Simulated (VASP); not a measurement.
A run of VASP 6.6.1 is set up as follows.

The input INCAR:

```
SYSTEM = Eu
ALGO     = Normal         ! electronic algorithm
EDIFF    = 1E-7           ! SCF threshold, eV
ENCUT    = 520            ! plane-wave cutoff, eV
GGA      = PE             ! functional
ISIF     = 2              ! what is computed and relaxed
ISMEAR   = 0              ! smearing method
ISPIN    = 2              ! spin polarisation
LASPH    = .TRUE.         ! aspherical terms in the spheres
LCHARG   = .TRUE.         ! write CHGCAR
LELF     = .TRUE.         ! ELF
LMAXMIX  = 6              ! l up to which the mixer works
LORBIT   = 11             ! projections on sites
LREAL    = .FALSE.        ! projectors in reciprocal space
LVHAR    = .TRUE.       
LWAVE    = .FALSE.        ! write WAVECAR
MAGMOM   = 7.67           ! initial moments
NBANDS   = 18             ! bands
NELM     = 150            ! most SCF steps
PREC     = Accurate       ! precision mode
SIGMA    = 0.05           ! smearing width, eV
```

KPOINTS

```
k-points
0
G
  16 16 16
  0 0 0
```

POSCAR

```
Eu
1.0
   -2.0996407207      2.0996407207      2.0996407207
    2.0996407207     -2.0996407207      2.0996407207
    2.0996407207      2.0996407207     -2.0996407207
Eu
1
Direct
    0.0000000000      0.0000000000      0.0000000000
```

Potentials or basis: VASP PAW PBE potentials, release 64 (Eu).

The run is started by

```console
$ cat potpaw_PBE.64/Eu/POTCAR > POTCAR
$ mpirun -np 1 vasp_std > vasp.out
```

**Question.** Predict the site moments.

**Answer.** Eu +6.64 μB.

**Question.** Predict the net moment.

**Answer.** 7.20 μB per cell.

 The state reached can hang on the start; a lower one may exist.
